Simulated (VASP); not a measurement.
# LaH3 (I4/mmm) in VASP: a series of runs

The runs below take LaH3 through single point, with LDA.

All numbers are computed with VASP 6.6.1; they aren't measurements. Logs are shortened: lines on timing, memory, paths and dates and some standing lists are left out, and cuts for length are marked.

## (1) The cell of the first run

It takes space group I4/mmm (No. 139, tetragonal). Conventional cell: a = 3.793 Å, b = 3.793 Å, c = 5.452 Å, α = 90.00°, β = 90.00°, γ = 90.00°. H (site symmetry -4m2) has 10 H at 2.34 to 2.73 Å and 4 La at 2.34 Å within 3.1 Å. Within 3.1 Å of H (site symmetry 4/mmm) lie 8 H at 2.34 Å and 6 La at 2.68 to 2.73 Å. Within 3.1 Å of La (site symmetry 4/mmm) lie 14 H at 2.34 to 2.73 Å.

## (2) Single point, LDA (volume scaled by 0.96)

The input, INCAR:

```
SYSTEM = LaH3
ALGO     = Normal         ! electronic algorithm
EDIFF    = 1E-6           ! SCF threshold, eV
ENCUT    = 520            ! plane-wave cutoff, eV
ISIF     = 2              ! what is computed and relaxed
ISMEAR   = 0              ! smearing method
LASPH    = .True.         ! aspherical terms in the spheres
LCHARG   = .False.        ! write CHGCAR
LREAL    = .False.        ! projectors in reciprocal space
LWAVE    = .False.        ! write WAVECAR
NBANDS   = 15             ! bands
NELM     = 80             ! most SCF steps
PREC     = Accurate       ! precision mode
SIGMA    = 0.05           ! smearing width, eV
```

The input, KPOINTS:

```
k-points
0
Gamma
  8 8 8
  0 0 0
```

The input, POSCAR:

```
LaH3
1.0
   -1.8966198425      1.8966198425      2.7257975537
    1.8966198425     -1.8966198425      2.7257975537
    1.8966198425      1.8966198425     -2.7257975537
H La
3 1
Direct
    0.7500000000      0.2500000000      0.5000000000
    0.2500000000      0.7500000000      0.5000000000
    0.5000000000      0.5000000000      0.0000000000
    0.0000000000      0.0000000000      0.0000000000
```

Potentials or basis: VASP PAW LDA potentials, release 64 (H, La).

Started as:

```console
cat potpaw_LDA.64/H/POTCAR potpaw_LDA.64/La/POTCAR > POTCAR
mpirun -np 1 vasp_std > vasp.out
```

OUTCAR:

```text
SYSTEM = LaH3
   EDIFF = 1E-6
   ENCUT = 520
   ISIF = 2
   ISMEAR = 0
   LASPH = .True.
   LREAL = .False.
   NELM = 80
   PREC = Accurate

 ion  position               nearest neighbor table
   1  0.750  0.250  0.500-
   2  0.250  0.750  0.500-
   3  0.500  0.500  0.000-
   4  0.000  0.000  0.000-

  LATTYP: Found a body centered tetragonal cell.
 ALAT       =     3.7932396850
 C/A-ratio  =     1.4371870907

  Lattice vectors:

 A1 = (  -1.8966198425,   1.8966198425,   2.7257975537)
 A2 = (   1.8966198425,  -1.8966198425,   2.7257975537)
 A3 = (   1.8966198425,   1.8966198425,  -2.7257975537)

Analysis of symmetry for initial positions (statically):
=====================================================================
 Subroutine PRICEL returns:
 Original cell was already a primitive cell.

 Routine SETGRP: Setting up the symmetry group for a
 body centered tetragonal supercell.

 Subroutine GETGRP returns: Found 16 space group operations
 (whereof 16 operations were pure point group operations)
 out of a pool of 16 trial point group operations.

The static configuration has the point symmetry D_4h.

Analysis of symmetry for dynamics (positions and initial velocities):
=====================================================================
 Subroutine PRICEL returns:
 Original cell was already a primitive cell.

 Routine SETGRP: Setting up the symmetry group for a
 body centered tetragonal supercell.

 Subroutine GETGRP returns: Found 16 space group operations
 (whereof 16 operations were pure point group operations)
 out of a pool of 16 trial point group operations.

The dynamic configuration has the point symmetry D_4h.

 Subroutine INISYM returns: Found 16 space group operations
 (whereof 16 operations are pure point group operations),
 and found     1 'primitive' translations

----------------------------------------------------------------------------------------

                                     Primitive cell

  volume of cell :      39.2206

  direct lattice vectors                    reciprocal lattice vectors
    -1.896619843  1.896619843  2.725797554     0.000000000  0.263626895  0.183432551
     1.896619843 -1.896619843  2.725797554     0.263626895  0.000000000  0.183432551
     1.896619843  1.896619843 -2.725797554     0.263626895  0.263626895  0.000000000

  length of vectors
     3.824173892  3.824173892  3.824173892     0.321164507  0.321164507  0.372824730

  position of ions in fractional coordinates (direct lattice)
     0.750000000  0.250000000  0.500000000
     0.250000000  0.750000000  0.500000000
     0.500000000  0.500000000  0.000000000
     0.000000000  0.000000000  0.000000000

  ion indices of the primitive-cell ions
   primitive index   ion index
                 1           1
                 2           2
                 3           3
                 4           4

----------------------------------------------------------------------------------------

 KPOINTS: k-points

Automatic generation of k-mesh.
 Grid dimensions read from file:
 generate k-points for:    8    8    8

 Generating k-lattice:

  Cartesian coordinates                     Fractional coordinates (reciprocal lattice)
     0.000000000  0.032953362  0.022929069     0.125000000 -0.000000000  0.000000000
     0.032953362  0.000000000  0.022929069    -0.000000000  0.125000000  0.000000000
     0.032953362  0.032953362  0.000000000     0.000000000  0.000000000  0.125000000

  Length of vectors
     0.040145563  0.040145563  0.046603091

  Shift w.r.t. Gamma in fractional coordinates (k-lattice)
     0.000000000  0.000000000  0.000000000

 Subroutine IBZKPT returns following result:
 ===========================================

 Found     59 irreducible k-points:

 Following reciprocal coordinates:
            Coordinates               Weight
  0.000000  0.000000  0.000000      1.000000
  0.125000  0.000000  0.000000      8.000000
  0.250000  0.000000  0.000000      8.000000
  0.375000 -0.000000  0.000000      8.000000
  0.500000  0.000000  0.000000      4.000000
  0.125000  0.125000  0.000000      8.000000
[... 16 lines left out ...]
  0.250000  0.125000  0.125000     16.000000
  0.375000  0.125000  0.125000      8.000000
 [... further k-points ...]
   k-points           NKPTS =     59   k-points in BZ     NKDIM =     59   number of bands    NBANDS=     15
   number of dos      NEDOS =    301   number of ions     NIONS =      4
   total plane-waves  NPLWV =  21952
   dimension x,y,z NGX =    28 NGY =   28 NGZ =   28
   dimension x,y,z NGXF=    56 NGYF=   56 NGZF=   56
   ions per type =               3   1
   NGX,Y,Z   is equivalent  to a cutoff of  12.17, 12.17, 12.17 a.u.
   NGXF,Y,Z  is equivalent  to a cutoff of  24.34, 24.34, 24.34 a.u.
 SYSTEM =  LaH3
   PREC   = accura    normal or accurate (medium, high low for compatibility)
   ISTART =      0    job   : 0-new  1-cont  2-samecut
   ICHARG =      2    charge: 1-file 2-atom 10-const
   ISPIN  =      1    spin polarized calculation?
   LNONCOLLINEAR =      F non collinear calculations
   LSORBIT =      F    spin-orbit coupling
   LASPH  =      T    aspherical Exc in radial PAW
   ENCUT  =  520.0 eV  38.22 Ry    6.18 a.u.   7.11  7.11  7.11*2*pi/ulx,y,z
   NELM   =     80;   NELMIN=  2; NELMDL= -5     # of ELM steps
   EDIFF  = 0.1E-05   stopping-criterion for ELM
   LREAL  =      F    real-space projection
   EDIFFG = 0.1E-04   stopping-criterion for IOM
   NSW    =      0    number of steps for IOM
   IBRION =     -1    ionic relax: 0-MD 1-quasi-New 2-CG
   NFREE  =      0    steps in history (QN), initial steepest desc. (CG)
   ISIF   =      2    stress and relaxation
   ISYM   =      2    0-nonsym 1-usesym 2-fastsym
   POTIM  = 0.5000    time-step for ionic-motion
   TEBEG  =    0.0;   TEEND  =   0.0 temperature during run
   PSTRESS=    0.0 pullay stress
   NELECT =      14.0000    total number of electrons
   NUPDOWN=      -1.0000    fix difference up-down
   EMIN   =  10.00;   EMAX   =-10.00  energy-range for DOS
   EFERMI =   0.00;   METHOD = LEGACY
   ISMEAR =     0;   SIGMA  =   0.05  broadening in eV -4-tet -1-fermi 0-gaus
   EFERMI_NEDOS =   21; number of points for ismear=-14 and -15
   IALGO  =     38    algorithm
   IMIX   =      4    mixing-type and parameters
     AMIX     =   0.40;   BMIX     =  1.00
     AMIX_MAG =   1.60;   BMIX_MAG =  1.00
  volume/ion in A,a.u.               =       9.81        66.17
  Fermi-wavevector in a.u.,A,eV,Ry     =   1.161305  2.194547 18.349201  1.348628
  Thomas-Fermi vector in A             =   2.297878
   LORBIT       =      0    0 simple, 1 ext, 2 COOP (PROOUT), +10 PAW based schemes
   GGA     = CA    functional components
   LHFCALC =     F    Hartree Fock is set to
   AEXX    =    0.0000 exact exchange contribution
   IVDW    =     0    specifies the selected vdW correction
   LEPSILON=     F    determine dielectric tensor
   LRPA    =     F    only Hartree local field effects (RPA)
 non-spin polarized calculation
 Gauss-broadening in eV      SIGMA  =   0.05
  energy-cutoff  :      520.00
  volume of cell :       39.22
 maximum number of plane-waves:      1074
   NGX = 15   NGY = 15   NGZ = 15

 number of electron      14.0000003 magnetization

 Free energy of the ion-electron system (eV)
  ---------------------------------------------------
  ext. energy  EPLUGINS =         0.00000000
  ---------------------------------------------------
  free energy    TOTEN  =       -18.60324567 eV

  energy without entropy =      -18.60307008  energy(sigma->0) =      -18.60315788

 E-fermi :   8.4718     XC(G=0): -10.6986

 val. band max:        8.2564644669   @ k =   0.1250   0.0000   0.0000
 cond. band min:       8.4956957313   @ k =   0.5000   0.0000   0.0000
 fundamental gap:      0.2392312643
 Fermi energy:         8.4718466451

 k-point     1 :       0.0000    0.0000    0.0000
  band No.  band energies     occupation
      1     -24.5099      2.00000
      2      -7.6549      2.00000
      3      -7.6480      2.00000
      4      -7.6480      2.00000
      5       0.2226      2.00000
      6       5.4146      2.00000
      7       8.6952      0.00000
      8       8.8139      0.00000
      9       8.8139      0.00000
     10       9.2511      0.00000
     11       9.8365      0.00000
     12       9.8773      0.00000
     13       9.8773      0.00000
     14      10.5912      0.00000
     15      10.5971      0.00000

 k-point     2 :       0.1250    0.0000    0.0000
  band No.  band energies     occupation
      1     -24.4814      2.00000
      2      -7.9377      2.00000
      3      -7.6810      2.00000
      4      -7.6719      2.00000
      5       0.6833      2.00000
      6       4.8681      2.00000
      7       8.2565      2.00000
      8       8.8469      0.00000
      9       8.9359      0.00000
     10       9.5439      0.00000
     11       9.8063      0.00000
     12       9.8380      0.00000
     13      10.5111      0.00000
     14      10.5874      0.00000
     15      10.5981      0.00000

 k-point     3 :       0.2500    0.0000    0.0000
  band No.  band energies     occupation
      1     -24.4113      2.00000
      2      -8.5490      2.00000
      3      -7.7482      2.00000
      4      -7.7288      2.00000
      5       1.6474      2.00000
      6       4.2497      2.00000
      7       7.1407      2.00000
      8       8.8695      0.00000
      9       8.9939      0.00000
     10       9.8137      0.00000
     11       9.8349      0.00000
     12      10.2527      0.00000
     13      10.5052      0.00000
     14      10.5411      0.00000
     15      10.6036      0.00000

 k-point     4 :       0.3750   -0.0000    0.0000
  band No.  band energies     occupation
      1     -24.3396      2.00000
      2      -9.0805      2.00000
      3      -7.8137      2.00000
      4      -7.7844      2.00000
      5       2.1549      2.00000
      6       4.4430      2.00000
      7       6.4527      2.00000
      8       8.6226      0.00002
      9       8.7707      0.00000
     10       9.9275      0.00000
     11       9.9350      0.00000
     12      10.4411      0.00000
     13      10.4699      0.00000
     14      10.4899      0.00000
     15      10.6098      0.00000
[... 307 lines left out ...]
 k-point    22 :       0.1250    0.1250    0.1250
  band No.  band energies     occupation
      1     -24.3577      2.00000
      2      -8.6811      2.00000
      3      -8.0427      2.00000
      4      -7.8315      2.00000
      5       2.4781      2.00000
      6       3.7046      2.00000
      7       5.7254      2.00000
      8       9.4115      0.00000
      9       9.5167      0.00000
     10      10.0087      0.00000
     11      10.1000      0.00000
     12      10.3141      0.00000
     13      10.3475      0.00000
     14      10.6022      0.00000
     15      11.0832      0.00000

 k-point    23 :       0.2500    0.1250    0.1250
  band No.  band energies     occupation
      1     -24.2995      2.00000
      2      -8.9487      2.00000
      3      -8.2290      2.00000
      4      -7.9122      2.00000
      5       3.0518      2.00000
      6       3.9164      2.00000
      7       4.8816      2.00000
      8       9.2522      0.00000
      9       9.7666      0.00000
     10       9.9734      0.00000
     11      10.1422      0.00000
     12      10.3941      0.00000
     13      10.4093      0.00000
     14      10.5168      0.00000
     15      10.9471      0.00000

 k-point    24 :       0.3750    0.1250    0.1250
  band No.  band energies     occupation
      1     -24.2750      2.00000
      2      -9.0599      2.00000
      3      -8.2904      2.00000
      4      -7.9557      2.00000
      5       3.1265      2.00000
      6       4.0782      2.00000
      7       4.8053      2.00000
      8       9.1371      0.00000
      9       9.7714      0.00000
     10       9.9790      0.00000
     11      10.1245      0.00000
     12      10.4265      0.00000
     13      10.4575      0.00000
     14      10.4583      0.00000
     15      10.8802      0.00000

 [... further k-points ...]
[... 5 lines left out ...]
  --------------------------------------------------------------------------------------
  -------------------------------------------------------------------------------------
  Total        0.9339258      0.9339258      0.8986340      0.0000000      0.0000000      0.0000000
  in kB       38.1512502     38.1512502     36.7095682      0.0000000      0.0000000      0.0000000
  external PRESSURE =      37.6706895 kB  Pullay stress =       0.0000000 kB

 VOLUME and BASIS-vectors are now :
 -----------------------------------------------------------------------------
  energy-cutoff  :      520.00
  volume of cell :       39.22
      direct lattice vectors                 reciprocal lattice vectors
    -1.896619843  1.896619843  2.725797554     0.000000000  0.263626895  0.183432551
     1.896619843 -1.896619843  2.725797554     0.263626895  0.000000000  0.183432551
     1.896619843  1.896619843 -2.725797554     0.263626895  0.263626895  0.000000000

 POSITION                                       TOTAL-FORCE (eV/Angst)
 -----------------------------------------------------------------------------------
     -0.00000      1.89662      1.36290        -0.000000      0.000000      0.000000
      1.89662     -0.00000      1.36290         0.000000     -0.000000     -0.000000
      0.00000      0.00000      2.72580         0.000000     -0.000000     -0.000000
      0.00000      0.00000      0.00000         0.000000     -0.000000     -0.000000
 -----------------------------------------------------------------------------------
    total drift:                               -0.000000     -0.000000      0.000000

  FREE ENERGIE OF THE ION-ELECTRON SYSTEM (eV)
  ---------------------------------------------------
  free  energy   TOTEN  =       -18.6032456726 eV

  energy  without entropy=      -18.6030700811  energy(sigma->0) =      -18.60315788
```

It took 16 s on 1 thread of Intel Xeon 6975P-C (Granite Rapids), shared host; peak memory 0.17 GiB.

Results:

- Free energy: -18.6032 eV
- Pressure: 3.8 GPa
- Band gap on the k mesh: zero (band 7 reaches 8.70 eV, above the bottom of band 8 at 8.50 eV)

Levels at points of the mesh, in eV from the Fermi level:
| k point | band 4 | band 5 | band 6 | band 7 | band 8 | band 9 | band 10 | band 11 |
| --- | --- | --- | --- | --- | --- | --- | --- | --- |
| (0.00, 0.00, 0.00) | -16.12 | -8.25 | -3.06 | 0.22 | 0.34 | 0.34 | 0.78 | 1.36 |
| (0.50, 0.00, 0.00) | -16.28 | -6.29 | -3.73 | -2.16 | 0.02 | 0.18 | 1.50 | 1.50 |
| (0.50, 0.50, 0.00) | -16.61 | -5.97 | -5.82 | -2.62 | 1.47 | 1.51 | 1.62 | 1.91 |
| (0.50, 0.50, 0.50) | -16.59 | -5.87 | -5.81 | -2.69 | 1.50 | 1.50 | 1.64 | 1.89 |

Caveat: spin-orbit coupling is left out, which moves the levels of the heavy elements.

(Part 1 of 2 ends here.)
